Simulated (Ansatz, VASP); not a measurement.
**One calculation of MnS, two programs**

The input INCAR:

```
PREC = Accurate
ENCUT = 520
EDIFF = 1E-6
ISMEAR = 0
SIGMA = 0.05
LREAL = False
LASPH = True
NELM = 150
ALGO = Normal
ISIF = 2
LWAVE = False
LCHARG = True
ISPIN = 2
MAGMOM = 4.81 4.81 0.04 0.04
LORBIT = 11
LMAXMIX = 4
LDAU = True
LDAUTYPE = 2
LDAUL = 2 -1
LDAUU = 5 0
LDAUJ = 0 0
LDAUPRINT = 1
GGA = PE
LELF = True
LVHAR = True
NBANDS = 31
```

The input KPOINTS:

```
regular mesh
0
Gamma
  6 6 3
```

Contents of POSCAR:

```
MnS
1.0
    3.9760016100      0.0000000000      0.0000000000
   -1.9880008000      3.4433184000      0.0000000000
    0.0000000000      0.0000000000      6.4320005000
Mn S
2 2
Direct
    0.3333333333      0.6666666667      0.0000000000
    0.6666666667      0.3333333333      0.5000000000
    0.3333333333      0.6666666667      0.3850000000
    0.6666666667      0.3333333333      0.8850000000
```

Input for Ansatz:

```yaml
crystal:
  lattice:
    - [3.97600161, 0.0, 0.0]
    - [-1.9880008, 3.4433184, 0.0]
    - [0.0, 0.0, 6.4320005]
  atoms:
    - { symbol: Mn, position: [0.3333333333, 0.6666666667, 0.0], spin: 5.0 }
    - { symbol: Mn, position: [0.6666666667, 0.3333333333, 0.5], spin: 5.0 }
    - { symbol: S, position: [0.3333333333, 0.6666666667, 0.385] }
    - { symbol: S, position: [0.6666666667, 0.3333333333, 0.885] }
basis:
  ecutwfc: 420
  ecutrho_ratio: 4
kpoints:
  mp_grid: { grid: [6, 6, 3] }
hamiltonian:
  xc: pbe
  hubbard:
    sites:
      - { site: 0, l: d, u_eff: 5.0, starting_ns: [{ spin: up, occupation_matrix: s0up }, { spin: down, occupation_matrix: s0down }] }
      - { site: 1, l: d, u_eff: 5.0, starting_ns: [{ spin: up, occupation_matrix: s1up }, { spin: down, occupation_matrix: s1down }] }
    occupation_matrices:
      s0up:
        matrix:
          - [0.97, 0.0, 0.0, 0.0, 0.0]
          - [0.0, 0.97, 0.0, 0.0, 0.0]
          - [0.0, 0.0, 0.97, 0.0, 0.0]
          - [0.0, 0.0, 0.0, 0.97, 0.0]
          - [0.0, 0.0, 0.0, 0.0, 0.97]
      s0down:
        matrix:
          - [0.02, 0.0, 0.0, 0.0, 0.0]
          - [0.0, 0.02, 0.0, 0.0, 0.0]
          - [0.0, 0.0, 0.02, 0.0, 0.0]
          - [0.0, 0.0, 0.0, 0.02, 0.0]
          - [0.0, 0.0, 0.0, 0.0, 0.02]
      s1up:
        matrix:
          - [0.97, 0.0, 0.0, 0.0, 0.0]
          - [0.0, 0.97, 0.0, 0.0, 0.0]
          - [0.0, 0.0, 0.97, 0.0, 0.0]
          - [0.0, 0.0, 0.0, 0.97, 0.0]
          - [0.0, 0.0, 0.0, 0.0, 0.97]
      s1down:
        matrix:
          - [0.02, 0.0, 0.0, 0.0, 0.0]
          - [0.0, 0.02, 0.0, 0.0, 0.0]
          - [0.0, 0.0, 0.02, 0.0, 0.0]
          - [0.0, 0.0, 0.0, 0.02, 0.0]
          - [0.0, 0.0, 0.0, 0.0, 0.02]
    ns_hold: { iters: 10 }
scf:
  occupations: { method: gaussian, width: 0.05 }
  lower_state_search: "off"
  max_iter: 150
output:
  forces: true
  stress: true
  eigenvalues: true
  populations: true
  hubbard: { sites: [{ site: 0, l: d }, { site: 1, l: d }] }
  write_density: true
  write_potential: true
  elf: true
  volumetric_format: npy
magnetization:
  spin_polarized: true
```

Alike in both runs: task single point; functional PBE; k mesh 6 × 6 × 3; occupations gaussian, width 0.05 eV; collinear spin; Hubbard terms Mn d U = 5.0 eV.

|  | VASP | Ansatz |
| --- | --- | --- |
| version | VASP 6.6.1 | Ansatz 0.2.0 |
| potentials or method | VASP PAW PBE potentials, release 64 (Mn_pv, S), cutoff 520 eV | scalar-relativistic, plane waves, PAW |
| valence electrons in the cell | 38 | 42 |

VASP gave:

| Item | Value |
| --- | --- |
| gap on the k mesh at the Fermi level (eV) | 1.58 |
| least direct gap on the mesh (eV) | 1.58 |
| pressure (GPa) | 5.8 |
| traceless stress, the component that is largest in VASP (GPa) | -1.85 |
| rms of the force components (eV/Å) | 0.135 |
| net moment per atom (μB) | 2.50 |
| size of the moment on the site where the two differ most (μB) | 4.61 |

Problem. Which values does Ansatz return?

Solution. gap on the k mesh at the Fermi level (eV): 1.49; least direct gap on the mesh (eV): 1.49; pressure (GPa): 5.8; traceless stress, the component that is largest in VASP (GPa): -1.72; rms of the force components (eV/Å): 0.146; net moment per atom (μB): 2.50; size of the moment on the site where the two differ most (μB): 4.37.

Site moments also hang on the region over which each program counts them. The programs project onto different local orbitals, so the same U acts differently, and such runs can settle in different states. Atom by atom the forces differ by 0.011 eV/Å (rms over components). VASP's potentials hold 38 valence electrons a cell and Ansatz's 42, so a difference there can come from the potentials and not from the codes.
